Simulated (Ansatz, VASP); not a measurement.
# Ni in VASP and in Ansatz

Contents of INCAR:

```
SYSTEM = Ni
  PREC = Accurate
  ENCUT = 520
  EDIFF = 1E-7
  ISMEAR = -1
  SIGMA = 0.1
  LREAL = .FALSE.
  LASPH = .TRUE.
  NELM = 150
  ALGO = Normal
  ISIF = 2
  LWAVE = .FALSE.
  LCHARG = .FALSE.
  ISPIN = 2
  MAGMOM = 1
  LORBIT = 11
  LMAXMIX = 4
  GGA = CA
  NBANDS = 15
```

The input KPOINTS:

```
regular mesh
0
G
  19 19 19
  0 0 0
```

Contents of POSCAR:

```
Ni
1.0
    2.0813710153      0.0000000000      0.0000000000
    0.0000000000      2.0813710153      0.0000000000
    0.0000000000      0.0000000000      2.0813710153
Ni
1
Direct
    0.0000000000      0.0000000000      0.0000000000
```

Input for Ansatz:

```yaml
crystal:
  lattice:
    - [2.0813710153, 0.0, 0.0]
    - [0.0, 2.0813710153, 0.0]
    - [0.0, 0.0, 2.0813710153]
  atoms:
    - { symbol: Ni, position: [0.0, 0.0, 0.0], spin: 1.0 }
magnetization:
  spin_polarized: true
kpoints:
  mp_grid: { grid: [19, 19, 19] }
scf:
  occupations: { method: fermi_dirac, width: 0.1 }
hamiltonian:
  xc: lda
  pseudopotentials: { kind: paw }
output:
  forces: true
  stress: true
  eigenvalues: true
  populations: true
```

Change from the starting cell: volume scaled by 0.78, PAW files.

Alike in both runs: task single point; functional LDA; k mesh 19 × 19 × 19; occupations fermi-dirac, width 0.1 eV; collinear spin.

```csv
,VASP,Ansatz
version,VASP 6.6.1,Ansatz 0.2.0
potentials or method,"VASP PAW LDA potentials, release 64 (Ni)","PAW with Ansatz's default frozen-core files, scalar-relativistic"
plane-wave cutoff (eV),520,420
valence electrons in the cell,10,18
```

```csv
,VASP,Ansatz,Ansatz less VASP
pressure (GPa),81.8,82.7,+0.88
net moment per atom (μB),0.00,0.00,0.000
```

LDA's correlation is that of Perdew and Zunger in VASP and of Perdew and Wang (1992) in Ansatz. Both programs put the cell under a high pressure, so it lies far from rest at this level. VASP's potentials hold 10 valence electrons a cell and Ansatz's 18, so a difference there can come from the potentials and not from the codes. Ansatz's warnings: seeded moment not kept.

Noted on VASP's run: the cell as given lies far from equilibrium.
